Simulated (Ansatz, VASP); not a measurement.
## BN: VASP beside Ansatz

```
B N
1.0
     2.33068    0.00000    0.00000
    -1.16534    2.17036    0.00000
     0.00000    0.00000    6.59240
B N
2 2
Cartesian
  -0.4029 0.0000 3.2962
  0.4036 1.4469 0.0000
  0.4017 0.0000 0.0000
  0.7631 0.7235 3.2962
```

Change from the starting cell: mode 4 frozen in at -0.434 Å, normal strain along x -0.0700.

Alike in both runs: task single point; functional PBE; dispersion D3(BJ); k mesh 12 × 12 × 4; occupations methfessel-paxton of order 1, width 0.05 eV; no spin polarisation.

|  | VASP | Ansatz |
| --- | --- | --- |
| version | VASP 6.6.1 | Ansatz 0.2.0 |
| potentials or method | VASP PAW PBE potentials, release 64 (B, N), cutoff 520 eV | scalar-relativistic, plane waves, PAW |
| valence electrons in the cell | 16 | 16 |

VASP gave:

| Quantity | Value |
| --- | --- |
| gap on the k mesh at the Fermi level (eV) | 3.72 |
| least direct gap on the mesh (eV) | 4.08 |
| pressure (GPa) | 32.5 |
| traceless stress, the component that is largest in VASP (GPa) | 48.78 |
| rms of the force components (eV/Å) | 0.807 |

Problem. What did Ansatz give for the same quantities?

Solution. gap on the k mesh at the Fermi level (eV): 3.73; least direct gap on the mesh (eV): 4.09; pressure (GPa): 32.4; traceless stress, the component that is largest in VASP (GPa): 48.55; rms of the force components (eV/Å): 0.806.

Atom by atom the forces differ by 0.001 eV/Å (rms over components). Both programs put the cell under a high pressure, so it lies far from rest at this level.
